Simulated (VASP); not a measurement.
Set up this calculation in VASP 6.6.1, as the native input.

| Quantity | Value |
| --- | --- |
| Task | single point |
| Functional | revPBE |
| Potentials or basis | VASP PAW PBE potentials, release 64 (Mg, B) |
| Cutoff | 520 eV |
| k mesh | 10 × 10 × 8 |
| Occupations | fermi-dirac, width 0.05 eV |
| Spin | no spin polarisation |
| Dipole correction | no |
| Further INCAR settings | ALGO = Normal; EDIFF = 1e-06; NBANDS = 11 |

The structure of MgB2 lies in POSCAR:

```
MgB2
1.0
    3.0958768926      0.0000000000      0.0000000000
   -1.5479384463      2.6811080360      0.0000000000
    0.0000000000      0.0000000000      3.5411045764
Mg B
1 2
Direct
    0.0000000000      0.0000000000      0.0000000000
    0.6666666667      0.3333333333      0.5000000000
    0.3333333333      0.6666666667      0.5000000000
```

The input as run:

INCAR

```
ALGO = Normal
EDIFF = 1E-6
ENCUT = 520
GGA = RE
ISIF = 2
ISMEAR = -1
LASPH = True
LCHARG = False
LREAL = False
LWAVE = False
NBANDS = 11
NELM = 80
PREC = Accurate
SIGMA = 0.05
```

KPOINTS

```
k-points
0
Gamma
  10 10 8
```

Potentials or basis: VASP PAW PBE potentials, release 64 (Mg, B).

Launch:

```bash
$ cat potpaw_PBE.64/Mg/POTCAR potpaw_PBE.64/B/POTCAR > POTCAR
$ mpirun -np 1 vasp_std > vasp.out
```

It gave:

```
Pressure               : -0.4 GPa
Band gap on the k mesh : zero (band 4 reaches 6.38 eV, above the bottom of band 5 at 3.96 eV)
```

Caveat: the PAW data sets were made with another functional, which shifts forces and pressure a little.

Wall time 15 s on 1 thread of AMD EPYC 7R43 64-Core Processor (Zen 3), on a shared host, peak memory 0.12 GiB.
